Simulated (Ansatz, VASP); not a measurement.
**One calculation of MgZr2H6, two programs**

```xyz
9
Lattice="5.4155 0.0000 0.0000 -2.7078 4.6900 0.0000 0.0000 0.0000 3.1750" Properties=species:S:1:pos:R:3 pbc="T T T"
Mg    0.0000    0.0000    1.5875
Zr    0.0000    3.1267    2.3649
Zr    2.7078    1.5633    0.8101
H     2.7078    2.8731    2.3885
H     1.5734    0.9084    2.3885
H     3.8421    0.9084    2.3885
H     0.0000    1.8169    0.7865
H     1.1343    3.7816    0.7865
H    -1.1343    3.7816    0.7865
```

Alike in both runs: functional PBE; k mesh 12 × 12 × 12; occupations gaussian, width 0.1 eV; no spin polarisation.

Ansatz relaxed the structure, and its values are those at the end. VASP's run is a single point on that final structure, the one shown.

|  | VASP | Ansatz |
| --- | --- | --- |
| version | VASP 6.6.1 | Ansatz 0.2.0 |
| potentials or method | VASP PAW PBE potentials, release 64 (Mg, Zr_sv, H), cutoff 520 eV | scalar-relativistic, plane waves, PAW |
| valence electrons in the cell | 32 | 40 |

|  | VASP | Ansatz | Ansatz less VASP |
| --- | --- | --- | --- |
| gap on the k mesh at the Fermi level (eV) | none | none | - |
| pressure (GPa) | -0.2 | 0.0 | +0.14 |
| rms of the force components (eV/Å) | 0.005 | 0.001 | -0.0032 |

A gap of «none» marks a metal or a gap that the smearing closes. With one functional, cell and mesh, what is left measures potentials, basis and numerics. VASP's potentials hold 32 valence electrons a cell and Ansatz's 40, so a difference there can come from the potentials and not from the codes.
